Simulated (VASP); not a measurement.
# Ti (I4_1/amd) in VASP: relaxation of cell and atoms with PBE

Aim: the relaxation of cell and atoms of Ti with PBE.

Everything below comes from runs of VASP 6.6.1. Logs are shortened: lines on timing, memory, paths and dates and some standing lists are left out, and cuts for length are marked.

## 1. The cell of the first run

It takes space group I4_1/amd (No. 141, tetragonal). The conventional cell has a = 5.070 Å, b = 5.070 Å, c = 2.788 Å, α = 90.00°, β = 90.00°, γ = 90.00°. Within 3.5 Å of Ti (site symmetry -4m2) lie 10 Ti at 2.63 to 3.29 Å.

## 2. Relaxation of cell and atoms, PBE

Contents of INCAR:

```
  ALGO = Normal
  EDIFF = 1E-7
  EDIFFG = -0.005
  ENCUT = 600
  GGA = PE
  IBRION = 2
  ISIF = 3
  ISMEAR = -1
  LASPH = T
  LCHARG = F
  LREAL = F
  LWAVE = F
  NELM = 80
  NSW = 60
  PREC = Accurate
  SIGMA = 0.1
```

Contents of KPOINTS:

```
k-points
0
Gamma
  15 15 15
```

Contents of POSCAR:

```
Ti
1.0
   -2.5349708383      2.5349708383      1.3942339610
    2.5349708383     -2.5349708383      1.3942339610
    2.5349708383      2.5349708383     -1.3942339610
Ti
2
Direct
   -0.3750000000     -0.1250000000     -0.2500000000
    0.3750000000      0.1250000000      0.2500000000
```

Potentials or basis: VASP PAW PBE potentials, release 64 (Ti_sv).

Launch:

```bash
cat potpaw_PBE.64/Ti_sv/POTCAR > POTCAR
mpirun -np 1 vasp_std > vasp.out
```

OUTCAR:

```text
EDIFF = 1E-7
   EDIFFG = -0.005
   ENCUT = 600
   GGA = PE
   IBRION = 2
   ISIF = 3
   ISMEAR = -1
   LASPH = T
   LREAL = F
   NELM = 80
   NSW = 60
   PREC = Accurate

 ion  position               nearest neighbor table
   1  0.625  0.875  0.750-   2 2.63   2 2.63   2 2.63   2 2.63
   2  0.375  0.125  0.250-   1 2.63   1 2.63   1 2.63   1 2.63

  LATTYP: Found a body centered tetragonal cell.
 ALAT       =     5.0699416766
 C/A-ratio  =     0.5500000000

  Lattice vectors:

 A1 = (  -2.5349708383,   2.5349708383,   1.3942339610)
 A2 = (   2.5349708383,  -2.5349708383,   1.3942339610)
 A3 = (   2.5349708383,   2.5349708383,  -1.3942339610)

Analysis of symmetry for initial positions (statically):
=====================================================================
 Subroutine PRICEL returns:
 Original cell was already a primitive cell.

 Routine SETGRP: Setting up the symmetry group for a
 body centered tetragonal supercell.

 Subroutine GETGRP returns: Found 16 space group operations
 (whereof  4 operations were pure point group operations)
 out of a pool of 16 trial point group operations.

The static configuration has the point symmetry C_2h.
 The point group associated with its full space group is D_4h.

Analysis of symmetry for dynamics (positions and initial velocities):
=====================================================================
 Subroutine PRICEL returns:
 Original cell was already a primitive cell.

 Routine SETGRP: Setting up the symmetry group for a
 body centered tetragonal supercell.

 Subroutine GETGRP returns: Found 16 space group operations
 (whereof  4 operations were pure point group operations)
 out of a pool of 16 trial point group operations.

The dynamic configuration has the point symmetry C_2h.
 The point group associated with its full space group is D_4h.

 Subroutine INISYM returns: Found 16 space group operations
 (whereof  4 operations are pure point group operations),
 and found     1 'primitive' translations

----------------------------------------------------------------------------------------

                                     Primitive cell

  volume of cell :      35.8378

  direct lattice vectors                    reciprocal lattice vectors
    -2.534970838  2.534970838  1.394233961     0.000000000  0.197240928  0.358619869
     2.534970838 -2.534970838  1.394233961     0.197240928  0.000000000  0.358619869
     2.534970838  2.534970838 -1.394233961     0.197240928  0.197240928  0.000000000

  length of vectors
     3.846562445  3.846562445  3.846562445     0.409282535  0.409282535  0.278940795

  position of ions in fractional coordinates (direct lattice)
     0.625000000  0.875000000  0.750000000
     0.375000000  0.125000000  0.250000000

  ion indices of the primitive-cell ions
   primitive index   ion index
                 1           1
                 2           2

----------------------------------------------------------------------------------------

 KPOINTS: k-points

Automatic generation of k-mesh.
 Grid dimensions read from file:
 generate k-points for:   15   15   15

 Generating k-lattice:

  Cartesian coordinates                     Fractional coordinates (reciprocal lattice)
     0.000000000  0.013149395  0.023907991     0.066666667  0.000000000  0.000000000
     0.013149395  0.000000000  0.023907991     0.000000000  0.066666667  0.000000000
     0.013149395  0.013149395  0.000000000     0.000000000  0.000000000  0.066666667

  Length of vectors
     0.027285502  0.027285502  0.018596053

  Shift w.r.t. Gamma in fractional coordinates (k-lattice)
     0.000000000  0.000000000  0.000000000

 Subroutine IBZKPT returns following result:
 ===========================================

 Found    288 irreducible k-points:

 Following reciprocal coordinates:
            Coordinates               Weight
  0.000000  0.000000  0.000000      1.000000
  0.066667  0.000000  0.000000      8.000000
  0.133333  0.000000  0.000000      8.000000
  0.200000  0.000000 -0.000000      8.000000
  0.266667  0.000000  0.000000      8.000000
  0.333333  0.000000 -0.000000      8.000000
[... 16 lines left out ...]
  0.133333  0.133333  0.000000      8.000000
  0.200000  0.133333  0.000000     16.000000
 [... further k-points ...]
   k-points           NKPTS =    288   k-points in BZ     NKDIM =    288   number of bands    NBANDS=     16
   number of dos      NEDOS =    301   number of ions     NIONS =      2
   total plane-waves  NPLWV =  32768
   dimension x,y,z NGX =    32 NGY =   32 NGZ =   32
   dimension x,y,z NGXF=    64 NGYF=   64 NGZF=   64
   ions per type =               2
   NGX,Y,Z   is equivalent  to a cutoff of  13.83, 13.83, 13.83 a.u.
   NGXF,Y,Z  is equivalent  to a cutoff of  27.66, 27.66, 27.66 a.u.
 SYSTEM =  unknown system
   PREC   = accura    normal or accurate (medium, high low for compatibility)
   ISTART =      0    job   : 0-new  1-cont  2-samecut
   ICHARG =      2    charge: 1-file 2-atom 10-const
   ISPIN  =      1    spin polarized calculation?
   LNONCOLLINEAR =      F non collinear calculations
   LSORBIT =      F    spin-orbit coupling
   LASPH  =      T    aspherical Exc in radial PAW
   ENCUT  =  600.0 eV  44.10 Ry    6.64 a.u.   7.68  7.68  7.68*2*pi/ulx,y,z
   NELM   =     80;   NELMIN=  2; NELMDL= -5     # of ELM steps
   EDIFF  = 0.1E-06   stopping-criterion for ELM
   LREAL  =      F    real-space projection
   EDIFFG = -.5E-02   stopping-criterion for IOM
   NSW    =     60    number of steps for IOM
   IBRION =      2    ionic relax: 0-MD 1-quasi-New 2-CG
   NFREE  =      1    steps in history (QN), initial steepest desc. (CG)
   ISIF   =      3    stress and relaxation
   ISYM   =      2    0-nonsym 1-usesym 2-fastsym
   POTIM  = 0.5000    time-step for ionic-motion
   TEBEG  =    0.0;   TEEND  =   0.0 temperature during run
   PSTRESS=    0.0 pullay stress
   NELECT =      24.0000    total number of electrons
   NUPDOWN=      -1.0000    fix difference up-down
   EMIN   =  10.00;   EMAX   =-10.00  energy-range for DOS
   EFERMI =   0.00;   METHOD = LEGACY
   ISMEAR =    -1;   SIGMA  =   0.10  broadening in eV -4-tet -1-fermi 0-gaus
   EFERMI_NEDOS =   21; number of points for ismear=-14 and -15
   IALGO  =     38    algorithm
   IMIX   =      4    mixing-type and parameters
     AMIX     =   0.40;   BMIX     =  1.00
     AMIX_MAG =   1.60;   BMIX_MAG =  1.00
  volume/ion in A,a.u.               =      17.92       120.92
  Fermi-wavevector in a.u.,A,eV,Ry     =   1.432291  2.706638 27.911789  2.051459
  Thomas-Fermi vector in A             =   2.551935
   LORBIT       =      0    0 simple, 1 ext, 2 COOP (PROOUT), +10 PAW based schemes
   GGA     = PE    functional components
   LHFCALC =     F    Hartree Fock is set to
   AEXX    =    0.0000 exact exchange contribution
   IVDW    =     0    specifies the selected vdW correction
   LEPSILON=     F    determine dielectric tensor
   LRPA    =     F    only Hartree local field effects (RPA)
 conjugate gradient relaxation of ions
 non-spin polarized calculation
  energy-cutoff  :      600.00
  volume of cell :       35.84
 maximum number of plane-waves:      1210
   NGX = 15   NGY = 15   NGZ = 15

--------------------------------------- Ionic step        1  -------------------------------------------

 number of electron      24.0000001 magnetization

 Free energy of the ion-electron system (eV)
  ---------------------------------------------------
  ext. energy  EPLUGINS =         0.00000000
  ---------------------------------------------------
  free energy    TOTEN  =       -14.85168266 eV

  energy without entropy =      -14.73976114  energy(sigma->0) =      -14.79572190

------------------------ aborting loop because EDIFF is reached ----------------------------------------

  FORCE on cell =-STRESS in cart. coord.  units (eV):
  Direction    XX          YY          ZZ          XY          YZ          ZX
  --------------------------------------------------------------------------------------
  -------------------------------------------------------------------------------------
  Total       -0.6210556     -0.6210556     -0.2089518      0.0000000     -0.0000000      0.0000000
  in kB      -27.7651157    -27.7651157     -9.3414694      0.0000000     -0.0000000      0.0000000
  external PRESSURE =     -21.6239003 kB  Pullay stress =       0.0000000 kB
[... 129 lines left out ...]
  energy  without entropy=      -14.7531826759  energy(sigma->0) =      -14.80694202

--------------------------------------- Ionic step        5  -------------------------------------------

 number of electron      23.9999998 magnetization

 Free energy of the ion-electron system (eV)
  ---------------------------------------------------
  ext. energy  EPLUGINS =         0.00000000
  ---------------------------------------------------
  free energy    TOTEN  =       -14.86083982 eV

  energy without entropy =      -14.75371690  energy(sigma->0) =      -14.80727836

 E-fermi :   7.9939     XC(G=0): -11.4223

 val. band max:        7.9918293438   @ k =   0.2667   0.2000  -0.0000
 cond. band min:       7.9953693130   @ k =  -0.4667   0.3333   0.0000
 fundamental gap:      0.0035399693
 Fermi energy:         7.9939294101

 k-point     1 :       0.0000    0.0000    0.0000
  band No.  band energies     occupation
      1     -48.5744      2.00000
      2     -48.2675      2.00000
      3     -25.1092      2.00000
      4     -25.1092      2.00000
      5     -24.3997      2.00000
      6     -24.3867      2.00000
[... 8 lines left out ...]
     15      10.4718      0.00000
     16      10.5130      0.00000
[... 420 lines left out ...]
  band No.  band energies     occupation
      1     -48.4811      2.00000
      2     -48.2665      2.00000
      3     -25.0544      2.00000
      4     -25.0146      2.00000
      5     -24.7698      2.00000
      6     -24.7431      2.00000
[... 8 lines left out ...]
     15       9.6038      0.00000
     16      10.3669      0.00000

 [... further k-points ...]

------------------------ aborting loop because EDIFF is reached ----------------------------------------

  FORCE on cell =-STRESS in cart. coord.  units (eV):
  Direction    XX          YY          ZZ          XY          YZ          ZX
  --------------------------------------------------------------------------------------
  -------------------------------------------------------------------------------------
  Total        0.0050017      0.0050017      0.0003464      0.0000000     -0.0000000     -0.0000000
  in kB        0.2296116      0.2296116      0.0159012      0.0000000     -0.0000000     -0.0000000
  external PRESSURE =       0.1583748 kB  Pullay stress =       0.0000000 kB
[... 17 lines left out ...]
  FREE ENERGIE OF THE ION-ELECTRON SYSTEM (eV)
  ---------------------------------------------------
  free  energy   TOTEN  =       -14.8608398206 eV

  energy  without entropy=      -14.7537169029  energy(sigma->0) =      -14.80727836

 reached required accuracy - stopping structural energy minimisation
```

Wall time 4.5 min (1 thread of Intel Xeon 6975P-C (Granite Rapids), shared host); peak memory 0.32 GiB.

Results:

- Free energy: -14.8608 eV
- Relaxed volume: 17.45 Å³/atom
- Relaxed cell: a = 3.798 Å, b = 3.798 Å, c = 3.798 Å, α = 97.82°, β = 97.82°, γ = 136.72°
- Space group after relaxing (to 0.05 Å): I4_1/amd (No. 141)
- Energy gained by relaxing: 4.6 meV/atom
- Ionic steps: 5
- Pressure after relaxing: 0.0 GPa
- Band gap on the k mesh: zero (band 12 reaches 8.35 eV, above the bottom of band 13 at 7.53 eV)

The path:
| step | energy change (eV) | largest force (eV/Å) | pressure (GPa) | volume (Å³) |
| --- | --- | --- | --- | --- |
| 1 | 0.0000 | 0.0000 | -2.16 | 35.84 |
| 2 | -0.0073 | 0.0000 | 0.93 | 34.60 |
| 3 | -0.0079 | 0.0000 | 0.26 | 34.85 |
| 4 | -0.0090 | 0.0000 | 0.10 | 34.88 |
| 5 | -0.0092 | 0.0000 | 0.02 | 34.90 |

Final structure:
```
CELL_PARAMETERS angstrom
-2.49596 2.49596 1.40055
2.49596 -2.49596 1.40055
2.49596 2.49596 -1.40055
ATOMIC_POSITIONS crystal
Ti 0.62500 0.87500 0.75000
Ti 0.37500 0.12500 0.25000
```

Levels at points of the mesh, in eV from the Fermi level:
```csv
k point,band 8,band 9,band 10,band 11,band 12,band 13,band 14,band 15,band 16
"(0.00, 0.00, 0.00)",-32.30,-5.78,-2.58,-0.86,-0.44,0.27,2.48,2.48,2.52
```
